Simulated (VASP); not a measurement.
Set up this calculation in VASP 6.6.1, as the native input.

```yaml
Task: single point
Functional: PBE
Potentials_or_basis: VASP PAW PBE potentials, release 64 (B, N)
Cutoff: 520 eV
k_mesh: 12 × 12 × 6
Occupations: gaussian, width 0.05 eV
Spin: no spin polarisation
Dipole_correction: no
Further_INCAR_settings: ALGO = Normal; EDIFF = 1e-07; NBANDS = 16
```

The structure of BN lies in POSCAR:

```
BN
1.0
    2.4396239919      0.0000000000      0.0000000000
   -1.2198119959      2.1127763526      0.0000000000
    0.0000000000      0.0000000000      4.2245145363
B N
2 2
Direct
    0.6666666667      0.3333333333      0.9998058548
    0.3333333333      0.6666666667      0.4998058548
    0.6666666667      0.3333333333      0.6251941452
    0.3333333333      0.6666666667      0.1251941452
```

This cell differs from its parent crystal: strain -0.0450 x Voigt [1, 1, 0, 0, 0, 0].

These files were run (other wordings do the same):

INCAR

```
PREC     = Accurate       # precision mode
ENCUT    = 520            # plane-wave cutoff, eV
EDIFF    = 1E-7           # SCF threshold, eV
ISMEAR   = 0              # smearing method
SIGMA    = 0.05           # smearing width, eV
LREAL    = F              # projectors in reciprocal space
LASPH    = T              # aspherical terms in the spheres
NELM     = 60             # most SCF steps
ALGO     = Normal         # electronic algorithm
ISIF     = 2              # what is computed and relaxed
LWAVE    = F              # write WAVECAR
LCHARG   = F              # write CHGCAR
GGA      = PE             # functional
NBANDS   = 16             # bands
```

KPOINTS

```
regular mesh
0
Gamma
  12 12 6
```

Potentials or basis: VASP PAW PBE potentials, release 64 (B, N).

Run with:

```bash
$ cat potpaw_PBE.64/B/POTCAR potpaw_PBE.64/N/POTCAR > POTCAR
$ mpirun -np 1 vasp_std > vasp.out
```

It gave:

| Item | Value |
| --- | --- |
| Pressure | 42.1 GPa |
| Largest force | 0.245 eV/Å |
| Band gap on the k mesh | 4.86 eV, indirect (least direct gap 7.49 eV) |

Caveat: the cell differs from its parent crystal (strain -0.0450 x Voigt [1, 1, 0, 0, 0, 0]).

Run time: 15 s on 1 thread of Intel(R) Xeon(R) 6975P-C (Granite Rapids) (shared host), peak memory 0.14 GiB.
